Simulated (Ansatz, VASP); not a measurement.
One calculation of TaN, two programs

```xyz
2
Lattice="2.9380 0.0000 0.0000 -1.4690 2.5444 0.0000 0.0000 0.0000 2.8830" Properties=species:S:1:pos:R:3 pbc="T T T"
Ta    0.0000    1.6963    1.4415
N     0.0000    0.2250    0.0000
```

Change from the starting cell: one atom moved.

Alike in both runs: task single point; functional PBEsol; k mesh 15 × 15 × 12; occupations gaussian, width 0.1 eV; no spin polarisation.

|  | VASP | Ansatz |
| --- | --- | --- |
| version | VASP 6.6.1 | Ansatz 0.2.0 |
| potentials or method | VASP PAW PBE potentials, release 64 (Ta_sv_GW, N), cutoff 700 eV | scalar-relativistic, plane waves, PAW |
| valence electrons in the cell | 18 | 18 |

```csv
,VASP,Ansatz,Ansatz less VASP
gap on the k mesh at the Fermi level (eV),none,none,-
pressure (GPa),3.0,3.0,-0.03
"traceless stress, the component that is largest in VASP (GPa)",-7.52,-7.32,+0.200
rms of the force components (eV/Å),1.869,1.860,-0.0089
```

VASP's potentials were made for PBE, not for PBEsol. Atom by atom the forces differ by 0.009 eV/Å (rms over components). A gap of «none» marks a metal or a gap that the smearing closes. The functional is the same, so the differences come from potentials, cutoffs and numerics.

Neither program's run includes spin-orbit coupling.
